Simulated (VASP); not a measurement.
Wanted: the native input for a VASP 6.6.1 run.

```
Task                   : single point
Functional             : PBE
Potentials or basis    : VASP PAW PBE potentials, release 64 (Al)
Cutoff                 : 520 eV
k mesh                 : 12 × 12 × 1
Occupations            : gaussian, width 0.1 eV
Spin                   : no spin polarisation
Dipole correction      : yes
Further INCAR settings : ALGO = Normal; EDIFF = 1e-06; NBANDS = 22
```

The structure of Al lies in POSCAR:

```
Al
1.0
    2.8543223330      0.0000000000      0.0000000000
   -1.4271611665      2.4719156509      0.0000000000
    0.0000000000      0.0000000000     31.4205870243
Al
8
Direct
    0.3333333333      0.6666666667      0.2386970044
    0.0000000000      0.0000000000      0.3133550032
    0.6666666667      0.3333333333      0.3880130019
    0.0000000000      0.0000000000      0.4626710006
    0.3333333333      0.6666666667      0.5373289994
    0.0000000000      0.0000000000      0.6119869981
    0.6666666667      0.3333333333      0.6866449968
    0.0000000000      0.0000000000      0.7613029956
```

These files were run (other wordings do the same):

INCAR

```
SYSTEM = Al
PREC     = Accurate       ! precision mode
ENCUT    = 520            ! plane-wave cutoff, eV
EDIFF    = 1E-6           ! SCF threshold, eV
ISMEAR   = 0              ! smearing method
SIGMA    = 0.1            ! smearing width, eV
LREAL    = .FALSE.        ! projectors in reciprocal space
LASPH    = .TRUE.         ! aspherical terms in the spheres
NELM     = 80             ! most SCF steps
ALGO     = Normal         ! electronic algorithm
ISIF     = 2              ! what is computed and relaxed
LWAVE    = .FALSE.        ! write WAVECAR
LCHARG   = .FALSE.        ! write CHGCAR
LDIPOL   = .TRUE.       
IDIPOL   = 3            
DIPOL    = 0.5 0.5 0.500
GGA      = PE             ! functional
NBANDS   = 22             ! bands
```

KPOINTS

```
Automatic mesh
0
G
  12 12 1
  0 0 0
```

Potentials or basis: VASP PAW PBE potentials, release 64 (Al).

The run is started by

```bash
$ cat potpaw_PBE.64/Al/POTCAR > POTCAR
$ mpirun -np 1 vasp_std > vasp.out
```

Results of the run:

The largest force is 0.122 eV/Å and the band gap on the k mesh is zero (bands 12 and 13 overlap by 3.22 eV).

It took 5.1 min on 1 thread of Intel Xeon 8259CL, on a shared host, peak memory 0.39 GiB.
